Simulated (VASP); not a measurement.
A run of VASP 6.6.1 is set up as follows.

Contents of INCAR:

```
ALGO     = Normal         # electronic algorithm
EDIFF    = 1E-7           # SCF threshold, eV
ENCUT    = 520            # plane-wave cutoff, eV
GGA      = PE             # functional
ISIF     = 2              # what is computed and relaxed
ISMEAR   = -1             # smearing method
LASPH    = True           # aspherical terms in the spheres
LCHARG   = False          # write CHGCAR
LREAL    = False          # projectors in reciprocal space
LWAVE    = False          # write WAVECAR
NBANDS   = 11             # bands
NELM     = 80             # most SCF steps
PREC     = Accurate       # precision mode
SIGMA    = 0.06122561905347299 # smearing width, eV
```

The input KPOINTS:

```
k-points
0
Gamma
  44 44 44
```

Contents of POSCAR:

```
MgO
1.0
    0.0000000000      2.1128727010      2.1128727010
    2.1128727010      0.0000000000      2.1128727010
    2.1128727010      2.1128727010      0.0000000000
Mg O
1 1
Direct
    0.0000000000      0.0000000000      0.0000000000
    0.5000000000      0.5000000000      0.5000000000
```

Potentials or basis: VASP PAW PBE potentials, release 64 (Mg, O).

Run with:

```sh
$ cat potpaw_PBE.64/Mg/POTCAR potpaw_PBE.64/O/POTCAR > POTCAR
$ mpirun -np 1 vasp_std > vasp.out
```

(1) Predict the band gap on the k mesh.

(2) Estimate the pressure.

## Answers

(1) 4.63 eV.

(2) 2.4 GPa.
